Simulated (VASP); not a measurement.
# MgSe (Fm-3m) in VASP: a series of runs, part 2 of 2

VASP 6.6.1.

## (4) Single point, HF

POSCAR

```
MgSe
1.0
    0.0000000000      2.7362756101      2.7362756101
    2.7362756101      0.0000000000      2.7362756101
    2.7362756101      2.7362756101      0.0000000000
Mg Se
1 1
Direct
    0.0000000000      0.0000000000      0.0000000000
    0.5000000000      0.5000000000      0.5000000000
```

INCAR.step1

```
SYSTEM = MgSe
ALGO     = Normal         ! electronic algorithm
EDIFF    = 1E-5           ! SCF threshold, eV
ENCUT    = 520            ! plane-wave cutoff, eV
GGA      = PE             ! functional
GGA_COMPAT= .FALSE.      
ISIF     = 2              ! what is computed and relaxed
ISMEAR   = 0              ! smearing method
LASPH    = .TRUE.         ! aspherical terms in the spheres
LCHARG   = .FALSE.        ! write CHGCAR
LREAL    = .FALSE.        ! projectors in reciprocal space
LWAVE    = .TRUE.         ! write WAVECAR
NBANDS   = 11             ! bands
NELM     = 120            ! most SCF steps
PREC     = Accurate       ! precision mode
SIGMA    = 0.01           ! smearing width, eV
```

INCAR.step2

```
SYSTEM = MgSe
AEXX     = 1.0            ! exact-exchange fraction
AGGAC    = 0.0          
ALDAC    = 0.0          
ALGO     = Normal         ! electronic algorithm
EDIFF    = 1E-6           ! SCF threshold, eV
ENCUT    = 520            ! plane-wave cutoff, eV
GGA      = PE             ! functional
GGA_COMPAT= .FALSE.      
ISIF     = 2              ! what is computed and relaxed
ISMEAR   = 0              ! smearing method
ISTART   = 1            
LASPH    = .TRUE.         ! aspherical terms in the spheres
LCHARG   = .FALSE.        ! write CHGCAR
LHFCALC  = .TRUE.         ! exact exchange
LREAL    = .FALSE.        ! projectors in reciprocal space
LWAVE    = .FALSE.        ! write WAVECAR
NBANDS   = 11             ! bands
NELM     = 120            ! most SCF steps
PREC     = Accurate       ! precision mode
PRECFOCK = Normal       
SIGMA    = 0.01           ! smearing width, eV
```

KPOINTS

```
k-points
0
G
  6 6 6
  0 0 0
```

Potentials or basis: VASP PAW PBE potentials, release 64 (Mg, Se).

On the command line:

```bash
> cat potpaw_PBE.64/Mg/POTCAR potpaw_PBE.64/Se/POTCAR > POTCAR
> cp INCAR.step1 INCAR
> mpirun -np 1 vasp_std > vasp.out
> cp INCAR.step2 INCAR
> mpirun -np 1 vasp_std > vasp.out
```

OUTCAR:

```text
SYSTEM = MgSe
   AEXX = 1.0
   EDIFF = 1E-6
   ENCUT = 520
   GGA = PE
   ISIF = 2
   ISMEAR = 0
   ISTART = 1
   LASPH = .TRUE.
   LHFCALC = .TRUE.
   LREAL = .FALSE.
   NELM = 120
   PREC = Accurate
   PRECFOCK = Normal

 ion  position               nearest neighbor table
   1  0.000  0.000  0.000-   2 2.74   2 2.74   2 2.74   2 2.74   2 2.74   2 2.74
   2  0.500  0.500  0.500-   1 2.74   1 2.74   1 2.74   1 2.74   1 2.74   1 2.74

  LATTYP: Found a face centered cubic cell.
 ALAT       =     5.4725512202

  Lattice vectors:

 A1 = (   0.0000000000,   2.7362756101,   2.7362756101)
 A2 = (   2.7362756101,   0.0000000000,   2.7362756101)
 A3 = (   2.7362756101,   2.7362756101,   0.0000000000)

Analysis of symmetry for initial positions (statically):
=====================================================================
 Subroutine PRICEL returns:
 Original cell was already a primitive cell.

 Routine SETGRP: Setting up the symmetry group for a
 face centered cubic supercell.

 Subroutine GETGRP returns: Found 48 space group operations
 (whereof 48 operations were pure point group operations)
 out of a pool of 48 trial point group operations.

The static configuration has the point symmetry O_h .

Analysis of symmetry for dynamics (positions and initial velocities):
=====================================================================
 Subroutine PRICEL returns:
 Original cell was already a primitive cell.

 Routine SETGRP: Setting up the symmetry group for a
 face centered cubic supercell.

 Subroutine GETGRP returns: Found 48 space group operations
 (whereof 48 operations were pure point group operations)
 out of a pool of 48 trial point group operations.

The dynamic configuration has the point symmetry O_h .

 Subroutine INISYM returns: Found 48 space group operations
 (whereof 48 operations are pure point group operations),
 and found     1 'primitive' translations

----------------------------------------------------------------------------------------

                                     Primitive cell

  volume of cell :      40.9741

  direct lattice vectors                    reciprocal lattice vectors
     0.000000000  2.736275610  2.736275610    -0.182730131  0.182730131  0.182730131
     2.736275610  0.000000000  2.736275610     0.182730131 -0.182730131  0.182730131
     2.736275610  2.736275610  0.000000000     0.182730131  0.182730131 -0.182730131

  length of vectors
     3.869678078  3.869678078  3.869678078     0.316497871  0.316497871  0.316497871

  position of ions in fractional coordinates (direct lattice)
     0.000000000  0.000000000  0.000000000
     0.500000000  0.500000000  0.500000000

  ion indices of the primitive-cell ions
   primitive index   ion index
                 1           1
                 2           2

----------------------------------------------------------------------------------------

 KPOINTS: k-points

Automatic generation of k-mesh.
 Grid dimensions read from file:
 generate k-points for:    6    6    6

 Generating k-lattice:

  Cartesian coordinates                     Fractional coordinates (reciprocal lattice)
    -0.030455022  0.030455022  0.030455022     0.166666667  0.000000000  0.000000000
[... 39 lines left out ...]
   NGXF,Y,Z  is equivalent  to a cutoff of  25.78, 25.78, 25.78 a.u.
 SYSTEM =  MgSe
   PREC   = accura    normal or accurate (medium, high low for compatibility)
   ISTART =      1    job   : 0-new  1-cont  2-samecut
   ICHARG =      0    charge: 1-file 2-atom 10-const
   ISPIN  =      1    spin polarized calculation?
   LNONCOLLINEAR =      F non collinear calculations
   LSORBIT =      F    spin-orbit coupling
   LASPH  =      T    aspherical Exc in radial PAW
   ENCUT  =  520.0 eV  38.22 Ry    6.18 a.u.   7.20  7.20  7.20*2*pi/ulx,y,z
   NELM   =    120;   NELMIN=  2; NELMDL=  0     # of ELM steps
   EDIFF  = 0.1E-05   stopping-criterion for ELM
   LREAL  =      F    real-space projection
   EDIFFG = 0.1E-04   stopping-criterion for IOM
   NSW    =      0    number of steps for IOM
   IBRION =     -1    ionic relax: 0-MD 1-quasi-New 2-CG
   NFREE  =      0    steps in history (QN), initial steepest desc. (CG)
   ISIF   =      2    stress and relaxation
   ISYM   =      3    0-nonsym 1-usesym 2-fastsym
   POTIM  = 0.5000    time-step for ionic-motion
   TEBEG  =    0.0;   TEEND  =   0.0 temperature during run
   PSTRESS=    0.0 pullay stress
   NELECT =       8.0000    total number of electrons
   NUPDOWN=      -1.0000    fix difference up-down
   EMIN   =  10.00;   EMAX   =-10.00  energy-range for DOS
   EFERMI =   0.00;   METHOD = LEGACY
   ISMEAR =     0;   SIGMA  =   0.01  broadening in eV -4-tet -1-fermi 0-gaus
   EFERMI_NEDOS =   21; number of points for ismear=-14 and -15
   IALGO  =     38    algorithm
   IMIX   =      1    mixing-type and parameters
     AMIX     =   0.40;   BMIX     =  1.00
     AMIX_MAG =   1.60;   BMIX_MAG =  1.00
  volume/ion in A,a.u.               =      20.49       138.25
  Fermi-wavevector in a.u.,A,eV,Ry     =   0.949733  1.794736 12.272364  0.901993
  Thomas-Fermi vector in A             =   2.078044
   LORBIT       =      0    0 simple, 1 ext, 2 COOP (PROOUT), +10 PAW based schemes
   GGA     = PE    functional components
   LHFCALC =     T    Hartree Fock is set to
   PRECFOCK=normal    Normal, Fast or Accurate (Low or Medium for compatibility)
   ENCUT4O =  -1.0   cutoff for four orbital integrals eV
   NKREDX  =     1    reduce k-point grid by
   NKREDY  =     1    reduce k-point grid by
   NKREDZ  =     1    reduce k-point grid by
   AEXX    =    1.0000 exact exchange contribution
   HFSCREEN=    0.0000 screening length (either q_TF or 0.3 A-1)
   HFSCREENC=   0.0000 screening length for correlation (either q_TF or 0.3 A-1)
   ENCUTFOCK=  -1.0 apply spherical cutoff to Coloumb kernel
   IVDW    =     0    specifies the selected vdW correction
   LEPSILON=     F    determine dielectric tensor
   LRPA    =     F    only Hartree local field effects (RPA)
 non-spin polarized calculation
 Gauss-broadening in eV      SIGMA  =   0.01
  energy-cutoff  :      520.00
  volume of cell :       40.97
 maximum number of plane-waves:      1113
 NGX is ok and might be reduce to    30
  NGX = 24; NGY = 24; NGZ = 24

 number of electron       8.0000000 magnetization

 Free energy of the ion-electron system (eV)
  ---------------------------------------------------
  ext. energy  EPLUGINS =         0.00000000
  ---------------------------------------------------
  free energy    TOTEN  =       -12.89648817 eV

  energy without entropy =      -12.89648817  energy(sigma->0) =      -12.89648817

 E-fermi :   0.5697     XC(G=0):   0.0000

 val. band max:        0.4200699853   @ k =   0.0000   0.0000   0.0000
 cond. band min:       9.0255138943   @ k =   0.5000   0.5000   0.0000
 fundamental gap:      8.6054439090
 Fermi energy:         0.5696846524

 k-point     1 :       0.0000    0.0000    0.0000
  band No.  band energies     occupation
      1     -17.2810      2.00000
      2       0.4201      2.00000
      3       0.4201      2.00000
      4       0.4201      2.00000
      5      10.4716      0.00000
      6      15.3371      0.00000
      7      15.3371      0.00000
      8      15.3371      0.00000
      9      18.4139      0.00000
     10      18.4139      0.00000
     11      19.4672      0.00000
[... 197 lines left out ...]
 k-point    16 :      -0.3333    0.5000    0.1667
  band No.  band energies     occupation
      1     -15.1943      2.00000
      2      -4.6179      2.00000
      3      -3.0398      2.00000
      4      -2.4815      2.00000
      5      11.0217      0.00000
      6      13.4686      0.00000
      7      16.6858      0.00000
      8      18.0318      0.00000
      9      21.9742      0.00000
     10      23.2749      0.00000
     11      24.0786      0.00000

------------------------ aborting loop because EDIFF is reached ----------------------------------------

  FORCE on cell =-STRESS in cart. coord.  units (eV):
  Direction    XX          YY          ZZ          XY          YZ          ZX
  --------------------------------------------------------------------------------------
  -------------------------------------------------------------------------------------
  Total        0.7139324      0.7139324      0.7139324      0.0000000     -0.0000000      0.0000000
  in kB       27.9163204     27.9163204     27.9163204      0.0000000     -0.0000000      0.0000000
  external PRESSURE =      27.9163204 kB  Pullay stress =       0.0000000 kB

 VOLUME and BASIS-vectors are now :
 -----------------------------------------------------------------------------
  energy-cutoff  :      520.00
  volume of cell :       40.97
      direct lattice vectors                 reciprocal lattice vectors
     0.000000000  2.736275610  2.736275610    -0.182730131  0.182730131  0.182730131
     2.736275610  0.000000000  2.736275610     0.182730131 -0.182730131  0.182730131
     2.736275610  2.736275610  0.000000000     0.182730131  0.182730131 -0.182730131

 POSITION                                       TOTAL-FORCE (eV/Angst)
 -----------------------------------------------------------------------------------
      0.00000      0.00000      0.00000        -0.000000     -0.000000      0.000000
      2.73628      2.73628      2.73628         0.000000      0.000000     -0.000000
 -----------------------------------------------------------------------------------
    total drift:                                0.000000      0.000000      0.000000

  FREE ENERGIE OF THE ION-ELECTRON SYSTEM (eV)
  ---------------------------------------------------
  free  energy   TOTEN  =       -12.8964881665 eV

  energy  without entropy=      -12.8964881665  energy(sigma->0) =      -12.89648817
```

Wall time 18 min (1 thread of Intel Xeon Platinum 8259CL at 2.50GHz (Skylake/Cascade Lake), shared host); peak memory 0.2 GiB.

Results:

```yaml
Free_energy: -12.8965 eV
Pressure: 2.8 GPa
Band_gap_on_the_k_mesh: 8.61 eV (least direct gap 10.05 eV)
```

Caveat: the PAW data sets were made with another functional, which shifts forces and pressure a little. A k mesh can miss the band edges.

## (5) Single point, r2SCAN0

POSCAR is that of step 4.

INCAR.step1

```
ALGO = Normal
EDIFF = 1E-5
ENCUT = 580
GGA = PE
GGA_COMPAT = F
ISIF = 2
ISMEAR = 0
LASPH = T
LCHARG = F
LREAL = F
LWAVE = T
NBANDS = 11
NELM = 120
PREC = Accurate
SIGMA = 0.01
```

INCAR.step2

```
AEXX = 0.25
ALGO = Normal
EDIFF = 1E-6
ENCUT = 580
GGA_COMPAT = F
ISIF = 2
ISMEAR = 0
ISTART = 1
LASPH = T
LCHARG = F
LHFCALC = T
LMIXTAU = T
LREAL = F
LWAVE = F
METAGGA = R2SCAN
NBANDS = 11
NELM = 120
PREC = Accurate
PRECFOCK = Normal
SIGMA = 0.01
```

KPOINTS

```
k-points
0
Gamma
  6 6 6
```

On the command line:

```bash
> cat potpaw_PBE.64/Mg/POTCAR potpaw_PBE.64/Se/POTCAR > POTCAR
> cp INCAR.step1 INCAR
> mpirun -np 1 vasp_std > vasp.out
> cp INCAR.step2 INCAR
> mpirun -np 1 vasp_std > vasp.out
```

Run time: 17 min. Hardware: 1 thread of Intel Xeon Platinum 8259CL at 2.50GHz (Skylake/Cascade Lake), shared host; peak memory 0.19 GiB.

The run converged. Its results:

| Item | Value |
| --- | --- |
| Free energy | -19.8343 eV |
| Pressure | -1.2 GPa |
| Band gap on the k mesh | 3.77 eV (least direct gap 4.73 eV) |

Levels at points of the mesh, in eV from the valence-band top:
```tsv
k point	band 1	band 2	band 3	band 4	band 5	band 6	band 7	band 8	band 9
(0.00, 0.00, 0.00)	-14.44	0.00	0.00	0.00	4.73	9.56	9.56	9.56	12.28
(0.50, 0.00, 0.00)	-13.20	-5.38	-0.64	-0.64	5.85	8.22	8.22	11.22	14.08
(0.50, 0.50, 0.00)	-12.84	-4.67	-1.95	-1.95	3.77	5.91	14.44	14.92	14.92
```

Caveat: the PAW data sets were made with another functional, which shifts forces and pressure a little. A k mesh can miss the band edges.

## (6) Relaxation of cell and atoms, HSE06

POSCAR is that of step 5.

INCAR.step1

```
SYSTEM = MgSe
ALGO = Normal
EDIFF = 1E-5
EDIFFG = -0.005
ENCUT = 600
GGA = PE
GGA_COMPAT = .FALSE.
IBRION = 2
ISIF = 3
ISMEAR = -1
LASPH = .TRUE.
LCHARG = .FALSE.
LREAL = .FALSE.
LWAVE = .TRUE.
NBANDS = 11
NELM = 120
NELMIN = 4
NSW = 100
PREC = Accurate
SIGMA = 0.02
```

INCAR.step2

```
SYSTEM = MgSe
ALGO = Normal
EDIFF = 1E-7
EDIFFG = -0.005
ENCUT = 600
GGA = PE
GGA_COMPAT = .FALSE.
HFSCREEN = 0.2079
IBRION = 2
ISIF = 3
ISMEAR = -1
ISTART = 1
LASPH = .TRUE.
LCHARG = .FALSE.
LHFCALC = .TRUE.
LREAL = .FALSE.
LWAVE = .FALSE.
NELM = 120
NELMIN = 4
NSW = 80
PREC = Accurate
PRECFOCK = Normal
SIGMA = 0.02
```

KPOINTS

```
k-points
0
G
  6 6 6
  0 0 0
```

Potentials or basis: VASP PAW PBE potentials, release 64 (Mg, Se).

On the command line:

```bash
> cat potpaw_PBE.64/Mg/POTCAR potpaw_PBE.64/Se/POTCAR > POTCAR
> cp INCAR.step1 INCAR
> mpirun -np 1 vasp_std > vasp.out
> cp INCAR.step2 INCAR
> mpirun -np 1 vasp_std > vasp.out
```

Run time: 34 min. Hardware: 1 thread of Intel Xeon Platinum 8259CL at 2.50GHz (Skylake/Cascade Lake), shared host; peak memory 0.31 GiB.

It converged, with:

```yaml
Free_energy: -8.7661 eV
Relaxed_volume: 20.31 Å³/atom
Relaxed_cell: a = 3.859 Å, b = 3.859 Å, c = 3.859 Å, α = 60.00°, β = 60.00°, γ = 60.00°
Space_group_after_relaxing_to_0.1_Å: Fm-3m (No. 225)
Energy_gained_by_relaxing: 0.3 meV/atom
Ionic_steps: 3
Pressure_after_relaxing: 0.0 GPa
Band_gap_on_the_k_mesh: 2.64 eV (least direct gap 3.56 eV)
```

The path:
```tsv
step	energy change (eV)	largest force (eV/Å)	pressure (GPa)	volume (Å³)
1	0.0000	0.0000	-0.56	40.97
2	-0.0006	0.0000	0.13	40.55
3	-0.0006	0.0000	0.00	40.63
```

Final structure:
```cif
data_structure
_symmetry_space_group_name_H-M 'P 1'
_symmetry_Int_Tables_number 1
_cell_length_a 3.8587
_cell_length_b 3.8587
_cell_length_c 3.8587
_cell_angle_alpha 60.000
_cell_angle_beta 60.000
_cell_angle_gamma 60.000
_cell_volume 40.63
loop_
_atom_site_label
_atom_site_type_symbol
_atom_site_fract_x
_atom_site_fract_y
_atom_site_fract_z
_atom_site_occupancy
Mg1 Mg 0.00000 0.00000 0.00000 1
Se1 Se 0.50000 0.50000 0.50000 1
```

Levels at points of the mesh, in eV from the valence-band top:
```csv
k point,band 1,band 2,band 3,band 4,band 5,band 6,band 7,band 8
"(0.00, 0.00, 0.00)",-14.15,0.00,0.00,0.00,3.56,8.43,8.43,8.43
"(0.50, 0.00, 0.00)",-12.90,-5.37,-0.63,-0.63,4.73,7.11,7.11,9.89
"(0.50, 0.50, 0.00)",-12.54,-4.64,-1.94,-1.94,2.64,4.81,13.11,13.57
```

Caveat: the PAW data sets were made with another functional, which shifts forces and pressure a little.

## (7) Summary

```tsv
task	level	cell	k mesh	cutoff (eV)	smearing	grid for exact exchange (PRECFOCK)	share of exact exchange	screening parameter	gap on the mesh (eV)	pressure (GPa)
single point	PBE	as given	4 × 4 × 4	600	gaussian 0.01 eV	-	-	-	1.75	1.5
single point	PBE	as given	8 × 8 × 8	600	fermi-dirac 0.02 eV	-	-	-	1.78	1.1
single point	HF	as given	6 × 6 × 6	520	gaussian 0.01 eV	Normal	1	-	8.61	2.8
single point	r2SCAN0	as given	6 × 6 × 6	580	gaussian 0.01 eV	Normal	0.25	-	3.77	-1.2
relaxation of cell and atoms	HSE06	relaxed	6 × 6 × 6	600	fermi-dirac 0.02 eV	Normal	0.25	0.2079 1/Å	2.64	0.0
```

Alike in all rows: potentials or basis VASP PAW PBE potentials, release 64 (Mg, Se); no spin polarisation.

Caveats: some runs use coarse meshes; the PAW data sets were made with another functional, which shifts forces and pressure a little (at least some runs).

Total energies depend on the potentials used, so only differences within one code and one set of settings carry meaning.
